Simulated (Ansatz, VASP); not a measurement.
**Two plane-wave programs on CdTe**

```
CELL_PARAMETERS angstrom
0.00000 3.47019 3.47019
3.47019 0.00000 3.47019
3.47019 3.47019 0.00000
ATOMIC_POSITIONS crystal
Cd 0.00000 0.00000 0.00000
Te 0.25000 0.25000 0.25000
```

Change from the starting cell: hydrostatic strain +5.8%.

Alike in both runs: task single point; functional HSE06; k mesh 4 × 4 × 4; no spin polarisation.

|  | VASP | Ansatz |
| --- | --- | --- |
| version | VASP 6.6.1 | Ansatz 0.2.0 |
| potentials or method | VASP PAW PBE potentials, release 64 (Cd, Te) | plane waves, PAW |
| plane-wave cutoff (eV) | 520 | 420 |
| occupations | gaussian, width 0.01 eV | fixed |
| valence electrons in the cell | 18 | 36 |

```tsv
	VASP	Ansatz	Ansatz less VASP
gap on the k mesh at the Fermi level (eV)	0.90	0.96	+0.061
pressure (GPa)	-4.4	-4.4	+0.03
```

VASP's potentials hold 18 valence electrons a cell and Ansatz's 36, so a difference there can come from the potentials and not from the codes. Ansatz's warnings: stress exchange threshold loose, stress scf threshold loose.

Spin-orbit coupling is off throughout.
